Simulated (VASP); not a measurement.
# Ti (P6/mmm) in VASP: further runs, part 2 of 2

VASP 6.6.1.

**3. Single point, r2SCAN**

This run uses another cell than the first one, of 16.24 Å³/atom.

The input, POSCAR:

```
Ti
1.0
    4.4937368827      0.0000000000      0.0000000000
   -2.2468684413      3.8916902983      0.0000000000
    0.0000000000      0.0000000000      2.7859269701
Ti
3
Direct
    0.0000000000      0.0000000000      0.0000000000
    0.3333333333      0.6666666667      0.5000000000
    0.6666666667      0.3333333333      0.5000000000
```

The input, INCAR.step1:

```
SYSTEM = Ti
ALGO = Normal
EDIFF = 1E-4
ENCUT = 520
GGA = PE
ISMEAR = -1
LASPH = .True.
LCHARG = .False.
LREAL = .False.
LWAVE = .True.
NBANDS = 25
NELM = 100
PREC = Accurate
SIGMA = 0.1
```

The input, INCAR.step2:

```
SYSTEM = Ti
ALGO = Normal
EDIFF = 1E-7
ENCUT = 520
ISIF = 2
ISMEAR = -1
ISTART = 1
LASPH = .True.
LCHARG = .False.
LMIXTAU = .True.
LREAL = .False.
LWAVE = .False.
METAGGA = R2SCAN
NBANDS = 25
NELM = 100
PREC = Accurate
SIGMA = 0.1
```

The input, KPOINTS:

```
k-points
0
Gamma
  8 8 11
  0 0 0
```

Potentials or basis: VASP PAW PBE potentials, release 64 (Ti_sv).

Run with:

```console
$ cat potpaw_PBE.64/Ti_sv/POTCAR > POTCAR
$ cp INCAR.step1 INCAR
$ mpirun -np 1 vasp_std > vasp.out
$ cp INCAR.step2 INCAR
$ mpirun -np 1 vasp_std > vasp.out
```

Wall time 8.3 min (1 thread of Intel Xeon 8259CL, shared host); peak memory 0.21 GiB.

Results (log left out):

```
Free energy            : -38.8886 eV
Pressure               : 6.5 GPa
Band gap on the k mesh : zero (bands 18 and 19 overlap by 0.25 eV)
```

Stress tensor (GPa, compression positive):
```
6.50 0.00 0.00
0.00 6.50 0.00
0.00 0.00 6.42
```

Levels at points of the mesh, in eV from the Fermi level:
| k point | band 16 | band 17 | band 18 | band 19 | band 20 | band 21 |
| --- | --- | --- | --- | --- | --- | --- |
| (0.00, 0.00, 0.00) | -0.79 | -0.76 | -0.76 | 0.06 | 0.89 | 1.52 |
| (0.50, 0.00, 0.00) | -0.46 | -0.37 | -0.37 | 0.09 | 0.69 | 1.12 |

Caveat: the cell stands under pressure; the PAW data sets were made with another functional, which shifts forces and pressure a little.

**4. Single point, r2SCAN**

This run uses another cell than the first one, of 16.48 Å³/atom.

The input, POSCAR:

```
Ti
1.0
    4.5167267054      0.0000000000      0.0000000000
   -2.2583633527      3.9116000689      0.0000000000
    0.0000000000      0.0000000000      2.7983540712
Ti
3
Direct
    0.0000000000      0.0000000000      0.0000000000
    0.3333333333      0.6666666667      0.5000000000
    0.6666666667      0.3333333333      0.5000000000
```

The input, INCAR.step1:

```
SYSTEM = Ti
  PREC = Accurate
  ENCUT = 520
  ISMEAR = -1
  SIGMA = 0.1
  LREAL = .False.
  LASPH = .True.
  NELM = 60
  NBANDS = 25
  GGA = PE
  ALGO = Normal
  EDIFF = 1E-4
  LWAVE = .True.
  LCHARG = .False.
```

The input, INCAR.step2:

```
SYSTEM = Ti
  PREC = Accurate
  ENCUT = 520
  EDIFF = 1E-7
  ISMEAR = -1
  SIGMA = 0.1
  LREAL = .False.
  LASPH = .True.
  NELM = 60
  ALGO = Normal
  ISIF = 2
  LWAVE = .False.
  LCHARG = .False.
  METAGGA = R2SCAN
  LMIXTAU = .True.
  NBANDS = 25
  ISTART = 1
```

The input, KPOINTS:

```
Automatic mesh
0
Gamma
  8 8 11
  0 0 0
```

Potentials or basis: VASP PAW PBE potentials, release 64 (Ti_sv).

Run with:

```console
$ cat potpaw_PBE.64/Ti_sv/POTCAR > POTCAR
$ cp INCAR.step1 INCAR
$ mpirun -np 1 vasp_std > vasp.out
$ cp INCAR.step2 INCAR
$ mpirun -np 1 vasp_std > vasp.out
```

OUTCAR:

```text
SYSTEM = Ti
   PREC = Accurate
   ENCUT = 520
   EDIFF = 1E-7
   ISMEAR = -1
   LREAL = .False.
   LASPH = .True.
   NELM = 60
   ISIF = 2
   METAGGA = R2SCAN
   ISTART = 1

 ion  position               nearest neighbor table
   1  0.000  0.000  0.000-
   2  0.333  0.667  0.500-   3 2.61   3 2.61   3 2.61
   3  0.667  0.333  0.500-   2 2.61   2 2.61   2 2.61

  LATTYP: Found a hexagonal cell.
 ALAT       =     4.5167267054
 C/A-ratio  =     0.6195535514

  Lattice vectors:

[... 193 lines left out ...]
      5     -25.5873      2.00000
      6     -25.5600      2.00000
[... 661 lines left out ...]
     24      11.2567      0.00000
     25      11.6360      0.00000

 [... further k-points ...]
[... 5 lines left out ...]
  --------------------------------------------------------------------------------------
  -------------------------------------------------------------------------------------
  Total        1.3925412      1.3925412      1.3694403      0.0000000      0.0000000      0.0000000
  in kB       45.1271311     45.1271311     44.3785136      0.0000000      0.0000000      0.0000000
  external PRESSURE =      44.8775919 kB  Pullay stress =       0.0000000 kB

 VOLUME and BASIS-vectors are now :
 -----------------------------------------------------------------------------
  energy-cutoff  :      520.00
  volume of cell :       49.44
      direct lattice vectors                 reciprocal lattice vectors
     4.516726705  0.000000000  0.000000000     0.221399271  0.127824929  0.000000000
    -2.258363353  3.911600069  0.000000000     0.000000000  0.255649857  0.000000000
     0.000000000  0.000000000  2.798354071     0.000000000  0.000000000  0.357352921

 POSITION                                       TOTAL-FORCE (eV/Angst)
 -----------------------------------------------------------------------------------
      0.00000      0.00000      0.00000        -0.000000      0.000000      0.000000
     -0.00000      2.60773      1.39918         0.000000     -0.000000     -0.000000
      2.25836      1.30387      1.39918        -0.000000      0.000000      0.000000
 -----------------------------------------------------------------------------------
    total drift:                                0.000000      0.000000     -0.000000

  FREE ENERGIE OF THE ION-ELECTRON SYSTEM (eV)
  ---------------------------------------------------
  free  energy   TOTEN  =       -38.9136581888 eV

  energy  without entropy=      -38.8285643855  energy(sigma->0) =      -38.87111129
```

It took 8 min on 1 thread of Intel Xeon 8259CL, shared host; peak memory 0.21 GiB.

Results:

```yaml
Free_energy: -38.9137 eV
Pressure: 4.5 GPa
Band_gap_on_the_k_mesh: zero (bands 18 and 19 overlap by 0.24 eV)
```

Caveat: the cell stands under pressure; the PAW data sets were made with another functional, which shifts forces and pressure a little.

**5. Single point, r2SCAN**

This run uses another cell than the first one, of 16.74 Å³/atom.

The input, POSCAR:

```
Ti
1.0
    4.5414673434      0.0000000000      0.0000000000
   -2.2707336717      3.9330260898      0.0000000000
    0.0000000000      0.0000000000      2.8117590957
Ti
3
Direct
    0.0000000000      0.0000000000      0.0000000000
    0.3333333333      0.6666666667      0.5000000000
    0.6666666667      0.3333333333      0.5000000000
```

INCAR.step1, as its differences from that of step 4:

```diff
@@ -7,3 +7,3 @@
   LASPH = .True.
-  NELM = 60
+  NELM = 100
   NBANDS = 25
```

The input, INCAR.step2:

```
SYSTEM = Ti
  PREC = Accurate
  ENCUT = 520
  EDIFF = 1E-7
  ISMEAR = -1
  SIGMA = 0.1
  LREAL = .False.
  LASPH = .True.
  NELM = 100
  ALGO = Normal
  ISIF = 2
  LWAVE = .False.
  LCHARG = .True.
  METAGGA = R2SCAN
  LMIXTAU = .True.
  LELF = .True.
  LVHAR = .True.
  NBANDS = 25
  ISTART = 1
```

KPOINTS is that of step 4.

Run with:

```console
$ cat potpaw_PBE.64/Ti_sv/POTCAR > POTCAR
$ cp INCAR.step1 INCAR
$ mpirun -np 1 vasp_std > vasp.out
$ cp INCAR.step2 INCAR
$ mpirun -np 1 vasp_std > vasp.out
```

Wall time 6.7 min (1 thread of Intel Xeon 8259CL, shared host); peak memory 0.22 GiB.

The run converged. Its results:

| Property | Result |
| --- | --- |
| Free energy | -38.9311 eV |
| Pressure | 2.5 GPa |
| Band gap on the k mesh | zero (bands 18 and 19 overlap by 0.23 eV) |

Levels at points of the mesh, in eV from the Fermi level:
```csv
k point,band 15,band 16,band 17,band 18,band 19,band 20,band 21,band 22
"(0.00, 0.00, 0.00)",-0.79,-0.79,-0.75,-0.75,0.04,0.86,1.48,1.48
"(0.50, 0.00, 0.00)",-2.80,-0.43,-0.35,-0.34,0.11,0.67,1.01,1.18
```

Caveat: the PAW data sets were made with another functional, which shifts forces and pressure a little.

**6. Summary**

```tsv
cell	gap on the mesh (eV)	pressure (GPa)
a = 4.472, b = 4.472, c = 2.774 Å, angles 90.0, 90.0, 120.0°, 3 atoms	none	8.5
a = 4.494, b = 4.494, c = 2.786 Å, angles 90.0, 90.0, 120.0°, 3 atoms	none	6.5
a = 4.517, b = 4.517, c = 2.798 Å, angles 90.0, 90.0, 120.0°, 3 atoms	none	4.5
a = 4.541, b = 4.541, c = 2.812 Å, angles 90.0, 90.0, 120.0°, 3 atoms	none	2.5
```

Alike in all rows: task single point; level r2SCAN; potentials or basis VASP PAW PBE potentials, release 64 (Ti_sv); no spin polarisation; k mesh 8 × 8 × 11; cutoff (eV) 520; smearing fermi-dirac 0.1 eV.

Caveats: the PAW data sets were made with another functional, which shifts forces and pressure a little; the cell stands under pressure (at least some runs).

Total energies depend on the potentials used, so only differences within one code and one set of settings carry meaning.
